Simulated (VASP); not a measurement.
**NaH: single point with r2SCAN**

NaH:

```
Na H
1.0
     3.91335    0.00000    0.00000
    -1.95667    3.38906    0.00000
     0.00000    0.00000    4.77952
Na H
2 2
Direct
  0.33333 0.66667 0.93750
  0.66667 0.33333 0.43750
  0.33333 0.66667 0.43750
  0.66667 0.33333 0.93750
```

This cell differs from its parent crystal: volume changed by -3%.

```
Program                : VASP 6.6.1
Task                   : single point
Functional             : r2SCAN
Potentials or basis    : VASP PAW PBE potentials, release 64 (Na_pv, H)
Cutoff                 : 520 eV
k mesh                 : 6 × 6 × 4
Occupations            : gaussian, width 0.01 eV
Spin                   : no spin polarisation
Dipole correction      : no
Further INCAR settings : ALGO = Normal; EDIFF = 1e-06; NBANDS = 16
```

- Pressure: 0.5 GPa
- Band gap on the k mesh: 3.69 eV, indirect (least direct gap 4.60 eV)

Levels at points of the mesh, in eV from the valence-band top:
| k point | band 6 | band 7 | band 8 | band 9 | band 10 | band 11 |
| --- | --- | --- | --- | --- | --- | --- |
| (0.00, 0.00, 0.00) | -22.95 | -3.38 | -0.01 | 5.48 | 8.69 | 11.17 |
| (0.50, 0.00, 0.00) | -22.96 | -1.51 | -0.60 | 4.26 | 8.29 | 8.44 |
| (0.00, 0.00, 0.50) | -22.98 | -2.02 | -2.02 | 7.64 | 7.64 | 11.73 |
| (0.50, 0.00, 0.50) | -22.96 | -0.83 | -0.83 | 4.48 | 4.48 | 9.34 |

It took 43 s on 1 thread of Intel(R) Xeon(R) 6975P-C (Granite Rapids) (shared host), peak memory 0.18 GiB.

Caveat: the PAW data sets were made with another functional, which shifts forces and pressure a little. A k mesh can miss the band edges.
